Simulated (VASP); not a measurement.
Wanted: the native input for a VASP 6.6.1 run.

| Quantity | Value |
| --- | --- |
| Task | relaxation of cell and atoms |
| Functional | r2SCAN |
| Dispersion | rVV10 |
| Potentials or basis | VASP PAW PBE potentials, release 64 (Hf_pv, O) |
| Cutoff | 600 eV |
| k mesh | 9 × 9 × 9 |
| Occupations | fermi-dirac, width 0.05 eV |
| Spin | no spin polarisation |
| Dipole correction | no |
| Further INCAR settings | ALGO = Normal; EDIFF = 1e-06; IBRION = 2; EDIFFG = -0.01; NSW = 60; ISIF = 3 |

The system is HfO2.

```
Hf O
1.0
     0.00000    2.55750    2.55750
     2.55750    0.00000    2.55750
     2.55750    2.55750    0.00000
Hf O
1 2
Direct
  0.00000 0.00000 0.00000
  0.75000 0.75000 0.75000
  0.25000 0.25000 0.25000
```

These files were run (other wordings do the same):

POSCAR

```
HfO2
1.0
    0.0000000000      2.5575000000      2.5575000000
    2.5575000000      0.0000000000      2.5575000000
    2.5575000000      2.5575000000      0.0000000000
Hf O
1 2
Direct
    0.0000000000      0.0000000000      0.0000000000
    0.7500000000      0.7500000000      0.7500000000
    0.2500000000      0.2500000000      0.2500000000
```

INCAR.step1

```
SYSTEM = HfO2
PREC = Accurate
ENCUT = 600
ISMEAR = -1
SIGMA = 0.05
LREAL = .False.
LASPH = .True.
NELM = 60
GGA = PE
ALGO = Normal
EDIFF = 1E-4
LWAVE = .True.
LCHARG = .False.
```

INCAR.step2

```
SYSTEM = HfO2
PREC = Accurate
ENCUT = 600
EDIFF = 1E-6
ISMEAR = -1
SIGMA = 0.05
LREAL = .False.
LASPH = .True.
NELM = 60
ALGO = Normal
ISIF = 3
LWAVE = .False.
LCHARG = .False.
METAGGA = R2SCAN
LMIXTAU = .True.
LUSE_VDW = .True.
IVDW_NL = 2
BPARAM = 11.95
CPARAM = 0.0093
IBRION = 2
NSW = 60
EDIFFG = -0.01
ISTART = 1
```

KPOINTS

```
regular mesh
0
Gamma
  9 9 9
  0 0 0
```

Potentials or basis: VASP PAW PBE potentials, release 64 (Hf_pv, O).

The run is started by

```bash
$ cat potpaw_PBE.64/Hf_pv/POTCAR potpaw_PBE.64/O/POTCAR > POTCAR
$ cp INCAR.step1 INCAR
$ mpirun -np 1 vasp_std > vasp.out
$ cp INCAR.step2 INCAR
$ mpirun -np 1 vasp_std > vasp.out
```

It gave:

* Relaxed volume: 10.56 Å³/atom
* Relaxed cell: a = 3.552 Å, b = 3.552 Å, c = 3.552 Å, α = 60.00°, β = 60.00°, γ = 60.00°
* Space group after relaxing (to 0.05 Å): Fm-3m (No. 225)
* Energy gained by relaxing: 26.4 meV/atom
* Ionic steps: 4
* Pressure after relaxing: 0.0 GPa
* Band gap on the k mesh: 4.46 eV, indirect (least direct gap 4.57 eV)

Caveat: the PAW data sets were made with another functional, which shifts forces and pressure a little; spin-orbit coupling is left out, which moves the levels of the heavy elements.

It took 16 min on 1 thread of AMD EPYC 7571, on a shared host, peak memory 0.27 GiB.
